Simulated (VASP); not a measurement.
Runs of VASP 6.6.1 on Ca. The structure is that of space group Pm-3m (No. 221), or close to it. The cells are those of the table. 

| cell | gap on the mesh (eV) | pressure (GPa) |
| --- | --- | --- |
| a = 2.580 Å, 1 atom | none | 43.4 |
| a = 2.632 Å, 1 atom | none | (b) |
| a = 2.562 Å, 1 atom | none | (a) |
| a = 2.597 Å, 1 atom | none | 41.1 |
| a = 2.615 Å, 1 atom | none | 39.7 |

Alike in all rows: task single point; level PBEsol; potentials or basis VASP PAW PBE potentials, release 64 (Ca_sv); no spin polarisation; k mesh 11 × 11 × 11; cutoff (eV) 500; smearing methfessel-paxton 0.05 eV.

**Question.** Estimate the missing entries.

**Answer.** (a) 46.1; (b) 37.6.

Caveats: the PAW data sets were made with another functional, which shifts forces and pressure a little.

A gap of «none» marks levels without a gap at the run's occupations.
